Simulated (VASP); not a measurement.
A run of VASP 6.6.1 is set up as follows.

File INCAR:

```
PREC = Accurate
ENCUT = 520
EDIFF = 1E-8
ISMEAR = -1
SIGMA = 0.05
LREAL = F
LASPH = T
NELM = 100
ALGO = Normal
ISIF = 2
LWAVE = F
LCHARG = F
GGA = PS
LEFG = T
NBANDS = 20
```

File KPOINTS:

```
regular mesh
0
Gamma
  12 12 11
```

Contents of POSCAR:

```
TaRu
1.0
    3.0459781847      0.0000000000      0.0000000000
    0.0000000000      3.0459781847      0.0000000000
    0.0000000000      0.0000000000      3.3986142476
Ta Ru
1 1
Direct
    0.5000000000      0.5000000000      0.5000000000
    0.0000000000      0.0000000000      0.0000000000
```

Potentials or basis: VASP PAW PBE potentials, release 64 (Ta_pv, Ru_pv).

Run with:

```sh
$ cat potpaw_PBE.64/Ta_pv/POTCAR potpaw_PBE.64/Ru_pv/POTCAR > POTCAR
$ mpirun -np 1 vasp_std > vasp.out
```

(1) Predict the pressure.

Answers

(1) -4.6 GPa.

Caveat: without QUAD_EFG the Cq values of the log hold for a quadrupole moment of 1 mb, not for the nuclei; the PAW data sets were made with another functional, which shifts forces and pressure a little.
